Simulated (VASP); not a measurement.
# BiMo (rocksalt type) (Fm-3m) in VASP: further runs

Runs on BiMo (rocksalt type). Level: PBEsol. Tasks: relaxation of cell and atoms.

Everything below comes from runs of VASP 6.6.1. Logs are shortened: lines on timing, memory, paths and dates and some standing lists are left out, and cuts for length are marked.

## Step 1: The cell of the first run

Symmetry: Fm-3m, No. 225, cubic system. Conventional cell: a = 5.576 Å, b = 5.576 Å, c = 5.576 Å, α = 90.00°, β = 90.00°, γ = 90.00°. Within 3.7 Å of Mo (site symmetry m-3m) lie 6 Bi at 2.79 Å. Within 3.7 Å of Bi (site symmetry m-3m) lie 6 Mo at 2.79 Å.

## Step 2: Relaxation of cell and atoms, PBEsol, target pressure 2.1 GPa, at which the enthalpy is minimised

INCAR reads:

```
SYSTEM = BiMo
PREC = Accurate
ENCUT = 500
EDIFF = 1E-7
ISMEAR = -1
SIGMA = 0.05
LREAL = .FALSE.
LASPH = .TRUE.
NELM = 120
ALGO = Normal
ISIF = 3
LWAVE = .FALSE.
LCHARG = .FALSE.
GGA = PS
IBRION = 2
NSW = 32
EDIFFG = -0.005
PSTRESS = 21.0
GGA_COMPAT = .FALSE.
NELMIN = 4
```

KPOINTS reads:

```
regular mesh
0
G
  12 12 12
  0 0 0
```

POSCAR reads:

```
BiMo
1.0
    0.0000000000      2.7881930359      2.7881930359
    2.7881930359      0.0000000000      2.7881930359
    2.7881930359      2.7881930359      0.0000000000
Mo Bi
1 1
Direct
    0.0000000000      0.0000000000      0.0000000000
    0.5000000000      0.5000000000      0.5000000000
```

Potentials or basis: VASP PAW PBE potentials, release 64 (Mo_sv, Bi_d).

Started as:

```console
> cat potpaw_PBE.64/Mo_sv/POTCAR potpaw_PBE.64/Bi_d/POTCAR > POTCAR
> mpirun -np 1 vasp_std > vasp.out
```

OUTCAR:

```text
SYSTEM = BiMo
   PREC = Accurate
   ENCUT = 500
   EDIFF = 1E-7
   ISMEAR = -1
   LREAL = .FALSE.
   LASPH = .TRUE.
   NELM = 120
   ISIF = 3
   GGA = PS
   IBRION = 2
   NSW = 32
   EDIFFG = -0.005
   PSTRESS = 21.0
   NELMIN = 4

 ion  position               nearest neighbor table
   1  0.000  0.000  0.000-   2 2.79   2 2.79   2 2.79   2 2.79   2 2.79   2 2.79
   2  0.500  0.500  0.500-   1 2.79   1 2.79   1 2.79   1 2.79   1 2.79   1 2.79

  LATTYP: Found a face centered cubic cell.
 ALAT       =     5.5763860718

  Lattice vectors:

 A1 = (   0.0000000000,   2.7881930359,   2.7881930359)
 A2 = (   2.7881930359,   0.0000000000,   2.7881930359)
 A3 = (   2.7881930359,   2.7881930359,   0.0000000000)

Analysis of symmetry for initial positions (statically):
=====================================================================
 Subroutine PRICEL returns:
 Original cell was already a primitive cell.

 Routine SETGRP: Setting up the symmetry group for a
 face centered cubic supercell.

 Subroutine GETGRP returns: Found 48 space group operations
 (whereof 48 operations were pure point group operations)
 out of a pool of 48 trial point group operations.

The static configuration has the point symmetry O_h .

Analysis of symmetry for dynamics (positions and initial velocities):
=====================================================================
 Subroutine PRICEL returns:
 Original cell was already a primitive cell.

 Routine SETGRP: Setting up the symmetry group for a
 face centered cubic supercell.

 Subroutine GETGRP returns: Found 48 space group operations
 (whereof 48 operations were pure point group operations)
 out of a pool of 48 trial point group operations.

The dynamic configuration has the point symmetry O_h .

 Subroutine INISYM returns: Found 48 space group operations
 (whereof 48 operations are pure point group operations),
 and found     1 'primitive' translations

----------------------------------------------------------------------------------------

                                     Primitive cell

  volume of cell :      43.3509

  direct lattice vectors                    reciprocal lattice vectors
     0.000000000  2.788193036  2.788193036    -0.179327612  0.179327612  0.179327612
[... 89 lines left out ...]
   NSW    =     32    number of steps for IOM
   IBRION =      2    ionic relax: 0-MD 1-quasi-New 2-CG
   NFREE  =      1    steps in history (QN), initial steepest desc. (CG)
   ISIF   =      3    stress and relaxation
   ISYM   =      2    0-nonsym 1-usesym 2-fastsym
   POTIM  = 0.5000    time-step for ionic-motion
   TEBEG  =    0.0;   TEEND  =   0.0 temperature during run
   PSTRESS=   21.0 pullay stress
   NELECT =      29.0000    total number of electrons
   NUPDOWN=      -1.0000    fix difference up-down
   EMIN   =  10.00;   EMAX   =-10.00  energy-range for DOS
   EFERMI =   0.00;   METHOD = LEGACY
   ISMEAR =    -1;   SIGMA  =   0.05  broadening in eV -4-tet -1-fermi 0-gaus
   EFERMI_NEDOS =   21; number of points for ismear=-14 and -15
   IALGO  =     38    algorithm
   IMIX   =      4    mixing-type and parameters
     AMIX     =   0.40;   BMIX     =  1.00
     AMIX_MAG =   1.60;   BMIX_MAG =  1.00
  volume/ion in A,a.u.               =      21.68       146.27
  Fermi-wavevector in a.u.,A,eV,Ry     =   1.431775  2.705662 27.891652  2.049979
  Thomas-Fermi vector in A             =   2.551474
   LORBIT       =      0    0 simple, 1 ext, 2 COOP (PROOUT), +10 PAW based schemes
   GGA     = PS    functional components
   LHFCALC =     F    Hartree Fock is set to
   AEXX    =    0.0000 exact exchange contribution
   IVDW    =     0    specifies the selected vdW correction
   LEPSILON=     F    determine dielectric tensor
   LRPA    =     F    only Hartree local field effects (RPA)
 conjugate gradient relaxation of ions
 non-spin polarized calculation
  energy-cutoff  :      500.00
  volume of cell :       43.35
 maximum number of plane-waves:      1124
 NGX is ok and might be reduce to    30
   NGX = 15   NGY = 15   NGZ = 15

--------------------------------------- Ionic step        1  -------------------------------------------

 number of electron      29.0000010 magnetization

 Free energy of the ion-electron system (eV)
  ---------------------------------------------------
  ext. energy  EPLUGINS =         0.00000000
  ---------------------------------------------------
  free energy    TOTEN  =       -13.63000382 eV

  energy without entropy =      -13.59417950  energy(sigma->0) =      -13.61209166

------------------------ aborting loop because EDIFF is reached ----------------------------------------

  FORCE on cell =-STRESS in cart. coord.  units (eV):
  Direction    XX          YY          ZZ          XY          YZ          ZX
  --------------------------------------------------------------------------------------
  -------------------------------------------------------------------------------------
  Total        0.6042874      0.6042874      0.6042874     -0.0000000      0.0000000      0.0000000
  in kB       22.3334392     22.3334392     22.3334392     -0.0000000      0.0000000      0.0000000
  external PRESSURE =       1.3334392 kB  Pullay stress =      21.0000000 kB
[... 63 lines left out ...]
--------------------------------------- Ionic step        3  -------------------------------------------

 number of electron      29.0000010 magnetization

 Free energy of the ion-electron system (eV)
  ---------------------------------------------------
  ext. energy  EPLUGINS =         0.00000000
  ---------------------------------------------------
  free energy    TOTEN  =       -13.63061690 eV

  energy without entropy =      -13.59474509  energy(sigma->0) =      -13.61268100

 E-fermi :  10.2644     XC(G=0): -11.8838

 val. band max:       10.2598534160   @ k =   0.4167   0.2500   0.0833
 cond. band min:      10.2672011229   @ k =  -0.4167   0.2500   0.0833
 fundamental gap:      0.0073477068
 Fermi energy:        10.2643963865

 k-point     1 :       0.0000    0.0000    0.0000
  band No.  band energies     occupation
      1     -50.4644      2.00000
      2     -24.6323      2.00000
      3     -24.6323      2.00000
      4     -24.6323      2.00000
      5     -12.6293      2.00000
      6     -12.6293      2.00000
[... 481 lines left out ...]
      5     -12.5780      2.00000
      6     -12.5559      2.00000
[... 10 lines left out ...]
     17      13.3705      0.00000
     18      15.0071      0.00000

 [... further k-points ...]

------------------------ aborting loop because EDIFF is reached ----------------------------------------

  FORCE on cell =-STRESS in cart. coord.  units (eV):
  Direction    XX          YY          ZZ          XY          YZ          ZX
  --------------------------------------------------------------------------------------
  -------------------------------------------------------------------------------------
  Total        0.5589588      0.5589588      0.5589588      0.0000000     -0.0000000      0.0000000
  in kB       20.6365754     20.6365754     20.6365754      0.0000000     -0.0000000      0.0000000
  external PRESSURE =      -0.3634246 kB  Pullay stress =      21.0000000 kB
[... 21 lines left out ...]
  energy  without entropy=      -13.5947450940  energy(sigma->0) =      -13.61268100

  enthalpy is  TOTEN    =       -13.0618144811 eV   P V=        0.5688024150

 reached required accuracy - stopping structural energy minimisation
```

CONTCAR:

```text
BiMo
   1.00000000000000
    -0.0000000000000000    2.7891652210955131    2.7891652210955131
     2.7891652210955131    0.0000000000000000    2.7891652210955131
     2.7891652210955131    2.7891652210955131   -0.0000000000000000
  Mo              Bi
     1     1
Direct
     0.0000000000000000    0.0000000000000000    0.0000000000000000
     0.5000000000000000    0.5000000000000000    0.5000000000000000

  0.00000000E+00  0.00000000E+00  0.00000000E+00
  0.00000000E+00  0.00000000E+00  0.00000000E+00
```

Wall time 64 s (1 thread of AMD EPYC 9R45 (Zen 5), shared host); peak memory 0.18 GiB.

What came out:

| Quantity | Value |
| --- | --- |
| Free energy | -13.6306 eV |
| Relaxed volume | 21.70 Å³/atom |
| Relaxed cell | a = 3.944 Å, b = 3.944 Å, c = 3.944 Å, α = 60.00°, β = 60.00°, γ = 60.00° |
| Space group after relaxing (to 0.1 Å) | Fm-3m (No. 225) |
| Energy change on relaxing (the run minimises the enthalpy) | -0.3 meV/atom |
| Ionic steps | 3 |
| Pressure after relaxing | 2.1 GPa |
| Band gap on the k mesh | zero (an odd number of electrons rules out a gap without spin polarisation) |

The path:
| step | energy change (eV) | largest force (eV/Å) | pressure (GPa) | volume (Å³) |
| --- | --- | --- | --- | --- |
| 1 | 0.0000 | 0.0000 | 2.23 | 43.35 |
| 2 | -0.0015 | 0.0000 | 1.90 | 43.46 |
| 3 | -0.0006 | 0.0000 | 2.06 | 43.40 |

Final structure:
```
CELL_PARAMETERS angstrom
0.00000 2.78917 2.78917
2.78917 0.00000 2.78917
2.78917 2.78917 0.00000
ATOMIC_POSITIONS crystal
Mo 0.00000 0.00000 0.00000
Bi 0.50000 0.50000 0.50000
```

Caveat: the cell is relaxed towards a set pressure, so the run minimises the enthalpy, not the energy; the PAW data sets were made with another functional, which shifts forces and pressure a little; spin-orbit coupling is left out, which moves the levels of the heavy elements.

## Step 3: Relaxation of cell and atoms, PBEsol

This run uses another cell than the first one, of 24.88 Å³/atom.

INCAR reads:

```
SYSTEM = BiMo
ALGO = Normal ; EDIFF = 1E-7
EDIFFG = -0.005 ; ENCUT = 500
GGA = PS ; GGA_COMPAT = .FALSE.
IBRION = 2 ; ISIF = 3
ISMEAR = -1 ; LASPH = .TRUE.
LCHARG = .FALSE. ; LREAL = .FALSE.
LWAVE = .FALSE. ; NELM = 120
NELMIN = 4 ; NSW = 60
PREC = Accurate ; SIGMA = 0.05
```

KPOINTS reads:

```
k-points
0
G
  12 12 12
  0 0 0
```

POSCAR reads:

```
BiMo
1.0
    0.0000000000      2.9191859941      2.9191859941
    2.9191859941      0.0000000000      2.9191859941
    2.9191859941      2.9191859941      0.0000000000
Mo Bi
1 1
Direct
    0.0000000000      0.0000000000      0.0000000000
    0.5000000000      0.5000000000      0.5000000000
```

Potentials or basis: VASP PAW PBE potentials, release 64 (Mo_sv, Bi_d).

Started as:

```console
> cat potpaw_PBE.64/Mo_sv/POTCAR potpaw_PBE.64/Bi_d/POTCAR > POTCAR
> mpirun -np 1 vasp_std > vasp.out
```

Wall time 2.8 min (1 thread of AMD EPYC 9R45 (Zen 5), shared host); peak memory 0.2 GiB.

It converged, with:

```
Free energy                           : -13.6389 eV
Relaxed volume                        : 22.06 Å³/atom
Relaxed cell                          : a = 3.966 Å, b = 3.966 Å, c = 3.966 Å, α = 60.00°, β = 60.00°, γ = 60.00°
Space group after relaxing (to 0.1 Å) : Fm-3m (No. 225)
Energy gained by relaxing             : 105.8 meV/atom
Ionic steps                           : 8
Pressure after relaxing               : 0.0 GPa
Band gap on the k mesh                : zero (an odd number of electrons rules out a gap without spin polarisation)
```

Step by step:
```csv
step,energy change (eV),largest force (eV/Å),pressure (GPa),volume (Å³)
1,0.0000,0.0000,-10.72,49.75
2,0.1072,0.0000,21.35,38.70
3,-0.2115,0.0000,-0.39,44.27
4,-0.2116,0.0000,-0.14,44.15
5,-0.2116,0.0000,0.16,44.05
6,-0.2116,0.0000,-0.13,44.17
7,-0.2116,0.0000,-0.04,44.13
8,-0.2116,0.0000,0.02,44.11
```

Final structure:
```xyz
2
Lattice="0.0000 2.8045 2.8045 2.8045 0.0000 2.8045 2.8045 2.8045 0.0000" Properties=species:S:1:pos:R:3 pbc="T T T"
Mo    0.0000    0.0000    0.0000
Bi    2.8045    2.8045    2.8045
```

Levels at points of the mesh, in eV from the Fermi level:
```
           k point  band 13  band 14  band 15  band 16  band 17  band 18
(0.00, 0.00, 0.00)    -1.15    -0.59    -0.59     1.53     1.53     1.53
(0.50, 0.00, 0.00)    -3.39    -0.09    -0.09     0.54     3.75     6.39
(0.50, 0.50, 0.00)    -1.14    -1.14    -0.04     0.44     0.44     1.56
```

Caveat: the PAW data sets were made with another functional, which shifts forces and pressure a little; spin-orbit coupling is left out, which moves the levels of the heavy elements.
